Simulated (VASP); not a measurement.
SiC: single point with PBEsol

The system is SiC.

```xyz
2
Lattice="0.0000 2.2148 2.2148 2.2148 0.0000 2.2148 2.2148 2.2148 0.0000" Properties=species:S:1:pos:R:3 pbc="T T T"
Si    0.0000    0.0104    0.0000
C     3.3222    3.2978    3.3222
```

* Program: VASP 6.6.1
* Task: single point
* Functional: PBEsol
* Potentials or basis: VASP PAW PBE potentials, release 64 (Si, C)
* Cutoff: 520 eV
* k mesh: 10 × 10 × 10
* Occupations: gaussian, width 0.05 eV
* Spin: no spin polarisation

```yaml
Pressure: -9.6 GPa
Largest_force: 0.597 eV/Å
Band_gap_on_the_k_mesh: 1.11 eV, indirect (least direct gap 4.31 eV)
```

Forces in eV/Å, atoms in the order of the input:
```
Si   0.000 -0.597  0.000
C    0.000  0.597  0.000
```

Stress tensor (GPa, compression positive):
```
-9.49  0.00 -1.56
 0.00 -9.67  0.00
-1.56  0.00 -9.49
```

Levels at points of the mesh, in eV from the valence-band top:
| k point | band 1 | band 2 | band 3 | band 4 | band 5 | band 6 | band 7 | band 8 | band 9 |
| --- | --- | --- | --- | --- | --- | --- | --- | --- | --- |
| (0.00, 0.00, 0.00) | -15.20 | -0.33 | -0.16 | 0.00 | 5.46 | 6.69 | 6.75 | 6.83 | 14.01 |
| (0.50, 0.00, 0.00) | -11.75 | -8.57 | -1.28 | -1.07 | 4.78 | 6.69 | 6.95 | 9.48 | 15.24 |
| (0.00, 0.50, 0.00) | -11.81 | -8.42 | -1.35 | -1.13 | 4.77 | 6.62 | 6.89 | 9.49 | 15.28 |
| (0.50, 0.50, 0.00) | -10.37 | -7.84 | -3.27 | -3.27 | 1.11 | 3.87 | 13.23 | 13.24 | 13.88 |
| (0.50, 0.00, 0.50) | -10.37 | -7.83 | -3.36 | -3.19 | 1.12 | 3.88 | 13.23 | 13.24 | 13.88 |

Run time: 24 s on 1 thread of Intel(R) Xeon(R) Platinum 8488C (Sapphire Rapids), on a shared host, peak memory 0.16 GiB.

Caveat: the PAW data sets were made with another functional, which shifts forces and pressure a little. A k mesh can miss the band edges.
